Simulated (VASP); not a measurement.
# AlN (Fm-3m) in VASP: a series of runs

The runs below take AlN through single point, with PBE.

The COD entry that gives the cell may itself be a prediction, so a difference from it is no test against experiment.

Program: VASP 6.6.1. These are calculated values, not measurements. Logs are shortened: lines on timing, memory, paths and dates and some standing lists are left out, and cuts for length are marked.

## Step 1: The cell of the first run

It takes space group Fm-3m (No. 225, cubic). The conventional cell has a = 3.871 Å, b = 3.871 Å, c = 3.871 Å, α = 90.00°, β = 90.00°, γ = 90.00°. Within 2.6 Å of Al (site symmetry m-3m) lie 6 N at 1.94 Å. Within 2.6 Å of N (site symmetry m-3m) lie 6 Al at 1.94 Å.

## Step 2: Single point, PBE

INCAR reads:

```
SYSTEM = AlN
PREC = Accurate
ENCUT = 600
EDIFF = 1E-6
ISMEAR = 0
SIGMA = 0.01
LREAL = .False.
LASPH = .True.
NELM = 120
ALGO = Normal
ISIF = 2
LWAVE = .False.
LCHARG = .True.
GGA = PE
LELF = .True.
LVHAR = .True.
NBANDS = 11
GGA_COMPAT = .False.
```

KPOINTS reads:

```
Automatic mesh
0
Gamma
  7 7 7
  0 0 0
```

POSCAR reads:

```
AlN
1.0
    0.0000000000      1.9356206702      1.9356206702
    1.9356206702      0.0000000000      1.9356206702
    1.9356206702      1.9356206702      0.0000000000
Al N
1 1
Direct
    0.0000000000      0.0000000000      0.0000000000
    0.5000000000      0.5000000000      0.5000000000
```

Potentials or basis: VASP PAW PBE potentials, release 64 (Al, N).

Run with:

```sh
$ cat potpaw_PBE.64/Al/POTCAR potpaw_PBE.64/N/POTCAR > POTCAR
$ mpirun -np 1 vasp_std > vasp.out
```

OUTCAR:

```text
SYSTEM = AlN
   PREC = Accurate
   ENCUT = 600
   EDIFF = 1E-6
   ISMEAR = 0
   LREAL = .False.
   LASPH = .True.
   NELM = 120
   ISIF = 2
   GGA = PE

 ion  position               nearest neighbor table
   1  0.000  0.000  0.000-   2 1.94   2 1.94   2 1.94   2 1.94   2 1.94   2 1.94
   2  0.500  0.500  0.500-   1 1.94   1 1.94   1 1.94   1 1.94   1 1.94   1 1.94

  LATTYP: Found a face centered cubic cell.
 ALAT       =     3.8712413404

  Lattice vectors:

 A1 = (   0.0000000000,   1.9356206702,   1.9356206702)
 A2 = (   1.9356206702,   0.0000000000,   1.9356206702)
 A3 = (   1.9356206702,   1.9356206702,   0.0000000000)

Analysis of symmetry for initial positions (statically):
=====================================================================
 Subroutine PRICEL returns:
 Original cell was already a primitive cell.

 Routine SETGRP: Setting up the symmetry group for a
 face centered cubic supercell.

 Subroutine GETGRP returns: Found 48 space group operations
 (whereof 48 operations were pure point group operations)
 out of a pool of 48 trial point group operations.

The static configuration has the point symmetry O_h .

Analysis of symmetry for dynamics (positions and initial velocities):
=====================================================================
 Subroutine PRICEL returns:
 Original cell was already a primitive cell.

 Routine SETGRP: Setting up the symmetry group for a
 face centered cubic supercell.

 Subroutine GETGRP returns: Found 48 space group operations
 (whereof 48 operations were pure point group operations)
 out of a pool of 48 trial point group operations.

The dynamic configuration has the point symmetry O_h .

 Subroutine INISYM returns: Found 48 space group operations
 (whereof 48 operations are pure point group operations),
 and found     1 'primitive' translations

----------------------------------------------------------------------------------------

                                     Primitive cell

  volume of cell :      14.5041

  direct lattice vectors                    reciprocal lattice vectors
     0.000000000  1.935620670  1.935620670    -0.258315076  0.258315076  0.258315076
     1.935620670  0.000000000  1.935620670     0.258315076 -0.258315076  0.258315076
     1.935620670  1.935620670  0.000000000     0.258315076  0.258315076 -0.258315076

  length of vectors
     2.737381003  2.737381003  2.737381003     0.447414836  0.447414836  0.447414836

  position of ions in fractional coordinates (direct lattice)
     0.000000000  0.000000000  0.000000000
     0.500000000  0.500000000  0.500000000
[... 82 lines left out ...]
   PSTRESS=    0.0 pullay stress
   NELECT =       8.0000    total number of electrons
   NUPDOWN=      -1.0000    fix difference up-down
   EMIN   =  10.00;   EMAX   =-10.00  energy-range for DOS
   EFERMI =   0.00;   METHOD = LEGACY
   ISMEAR =     0;   SIGMA  =   0.01  broadening in eV -4-tet -1-fermi 0-gaus
   EFERMI_NEDOS =   21; number of points for ismear=-14 and -15
   IALGO  =     38    algorithm
   IMIX   =      4    mixing-type and parameters
     AMIX     =   0.40;   BMIX     =  1.00
     AMIX_MAG =   1.60;   BMIX_MAG =  1.00
  volume/ion in A,a.u.               =       7.25        48.94
  Fermi-wavevector in a.u.,A,eV,Ry     =   1.342583  2.537115 24.524909  1.802530
  Thomas-Fermi vector in A             =   2.470726
   LORBIT       =      0    0 simple, 1 ext, 2 COOP (PROOUT), +10 PAW based schemes
   GGA     = PE    functional components
   LHFCALC =     F    Hartree Fock is set to
   AEXX    =    0.0000 exact exchange contribution
   IVDW    =     0    specifies the selected vdW correction
   LEPSILON=     F    determine dielectric tensor
   LRPA    =     F    only Hartree local field effects (RPA)
 non-spin polarized calculation
 Gauss-broadening in eV      SIGMA  =   0.01
  energy-cutoff  :      600.00
  volume of cell :       14.50
 maximum number of plane-waves:       531
 NGX is ok and might be reduce to    24
   NGX = 11   NGY = 11   NGZ = 11

 number of electron       8.0000001 magnetization

 Free energy of the ion-electron system (eV)
  ---------------------------------------------------
  ext. energy  EPLUGINS =         0.00000000
  ---------------------------------------------------
  free energy    TOTEN  =       -14.21680778 eV

  energy without entropy =      -14.21680778  energy(sigma->0) =      -14.21680778

 E-fermi :  11.7996     XC(G=0): -12.9105

 val. band max:       11.7531333492   @ k =   0.0000   0.0000   0.0000
 cond. band min:      16.9959655319   @ k =   0.4286   0.4286   0.0000
 fundamental gap:      5.2428321827
 Fermi energy:        11.7995847790

 k-point     1 :       0.0000    0.0000    0.0000
  band No.  band energies     occupation
      1      -7.0469      2.00000
      2      11.7531      2.00000
      3      11.7531      2.00000
      4      11.7531      2.00000
      5      19.4429      0.00000
      6      24.3297      0.00000
      7      24.3297      0.00000
      8      24.3297      0.00000
      9      29.8383      0.00000
     10      30.5179      0.00000
     11      30.5179      0.00000
[... 253 lines left out ...]
 k-point    20 :      -0.2857    0.4286    0.1429
  band No.  band energies     occupation
      1      -2.0101      2.00000
      2       4.9718      2.00000
      3       5.3429      2.00000
      4       8.2530      2.00000
      5      20.3501      0.00000
      6      22.7759      0.00000
      7      24.3294      0.00000
      8      26.3003      0.00000
      9      31.7379      0.00000
     10      33.4192      0.00000
     11      39.9517      0.00000

------------------------ aborting loop because EDIFF is reached ----------------------------------------

  FORCE on cell =-STRESS in cart. coord.  units (eV):
  Direction    XX          YY          ZZ          XY          YZ          ZX
  --------------------------------------------------------------------------------------
  -------------------------------------------------------------------------------------
  Total        4.5817111      4.5817111      4.5817111      0.0000000     -0.0000000      0.0000000
  in kB      506.1130477    506.1130477    506.1130477      0.0000000     -0.0000000      0.0000000
  external PRESSURE =     506.1130477 kB  Pullay stress =       0.0000000 kB

 VOLUME and BASIS-vectors are now :
 -----------------------------------------------------------------------------
  energy-cutoff  :      600.00
  volume of cell :       14.50
      direct lattice vectors                 reciprocal lattice vectors
     0.000000000  1.935620670  1.935620670    -0.258315076  0.258315076  0.258315076
     1.935620670  0.000000000  1.935620670     0.258315076 -0.258315076  0.258315076
     1.935620670  1.935620670  0.000000000     0.258315076  0.258315076 -0.258315076

 POSITION                                       TOTAL-FORCE (eV/Angst)
 -----------------------------------------------------------------------------------
      0.00000      0.00000      0.00000         0.000000     -0.000000     -0.000000
      1.93562      1.93562      1.93562        -0.000000      0.000000      0.000000
 -----------------------------------------------------------------------------------
    total drift:                               -0.000000     -0.000000      0.000000

  FREE ENERGIE OF THE ION-ELECTRON SYSTEM (eV)
  ---------------------------------------------------
  free  energy   TOTEN  =       -14.2168077830 eV

  energy  without entropy=      -14.2168077830  energy(sigma->0) =      -14.21680778
```

OSZICAR:

```text
N       E                     dE             d eps       ncg     rms          rms(c)
DAV:   1     0.163417116758E+02    0.16342E+02   -0.45871E+03   440   0.728E+02
DAV:   2    -0.151829040198E+02   -0.31525E+02   -0.30306E+02   536   0.165E+02
DAV:   3    -0.161060593005E+02   -0.92316E+00   -0.92133E+00   533   0.258E+01
DAV:   4    -0.161099952968E+02   -0.39360E-02   -0.39356E-02   491   0.188E+00
DAV:   5    -0.161100284785E+02   -0.33182E-04   -0.33181E-04   544   0.167E-01    0.820E+00
DAV:   6    -0.142568472818E+02    0.18532E+01   -0.69531E+00   493   0.156E+01    0.303E+00
DAV:   7    -0.142219420380E+02    0.34905E-01   -0.27862E-01   516   0.369E+00    0.195E+00
DAV:   8    -0.142171013214E+02    0.48407E-02   -0.14921E-02   464   0.115E+00    0.393E-01
DAV:   9    -0.142167662572E+02    0.33506E-03   -0.11734E-03   497   0.237E-01    0.181E-01
DAV:  10    -0.142168165667E+02   -0.50310E-04   -0.16213E-04   491   0.893E-02    0.640E-02
DAV:  11    -0.142168079539E+02    0.86128E-05   -0.29533E-05   521   0.337E-02    0.877E-03
DAV:  12    -0.142168077830E+02    0.17097E-06   -0.94706E-07   258   0.861E-03
   1 F= -.14216808E+02 E0= -.14216808E+02  d E =-.209979E-13
```

stdout:

```text
POSCAR found type information on POSCAR AlN
 POSCAR found :  2 types and       2 ions
 scaLAPACK will be used
 LDA part: xc-table for (Slater+PW92), standard interpolation
 POSCAR, INCAR and KPOINTS ok, starting setup
 FFT: planning ... GRIDC
 FFT: planning ... GRID_SOFT
 FFT: planning ... GRID
 WAVECAR not read
 entering main loop
```

It took 4.5 s on 1 thread of Intel Xeon Platinum 8559C (Emerald Rapids), shared host; peak memory 0.12 GiB.

What came out:

```
Free energy            : -14.2168 eV
Pressure               : 50.6 GPa
Band gap on the k mesh : 5.24 eV, indirect (least direct gap 7.69 eV)
```

A k mesh can miss the band edges. As with any semilocal functional, this PBE gap is likely too small.

## Step 3: Single point, PBE

This run uses another cell than the first one, of 7.94 Å³/atom, 1.095 times its volume.

INCAR reads:

```
PREC     = Accurate       # precision mode
ENCUT    = 600            # plane-wave cutoff, eV
EDIFF    = 1E-6           # SCF threshold, eV
ISMEAR   = 0              # smearing method
SIGMA    = 0.01           # smearing width, eV
LREAL    = F              # projectors in reciprocal space
LASPH    = T              # aspherical terms in the spheres
NELM     = 120            # most SCF steps
ALGO     = Normal         # electronic algorithm
ISIF     = 2              # what is computed and relaxed
LWAVE    = F              # write WAVECAR
LCHARG   = F              # write CHGCAR
GGA      = PE             # functional
NBANDS   = 11             # bands
GGA_COMPAT= F
```

KPOINTS reads:

```
Automatic mesh
0
Gamma
  7 7 7
```

POSCAR reads:

```
AlN
1.0
    0.0000000000      1.9949108661      1.9949108661
    1.9949108661      0.0000000000      1.9949108661
    1.9949108661      1.9949108661      0.0000000000
Al N
1 1
Direct
    0.0000000000      0.0000000000      0.0000000000
    0.5000000000      0.5000000000      0.5000000000
```

Potentials or basis: VASP PAW PBE potentials, release 64 (Al, N).

Run with:

```sh
$ cat potpaw_PBE.64/Al/POTCAR potpaw_PBE.64/N/POTCAR > POTCAR
$ mpirun -np 1 vasp_std > vasp.out
```

It took 3.1 s on 1 thread of Intel Xeon Platinum 8559C (Emerald Rapids), shared host; peak memory 0.13 GiB.

The run converged. Its results:

| Item | Value |
| --- | --- |
| Free energy | -14.4975 eV |
| Pressure | 16.6 GPa |
| Band gap on the k mesh | 5.32 eV, indirect (least direct gap 6.27 eV) |

Levels at points of the mesh, in eV from the valence-band top:
```
           k point  band 2  band 3  band 4  band 5  band 6  band 7
(0.00, 0.00, 0.00)    0.00    0.00    0.00    6.27   12.29   12.29
```
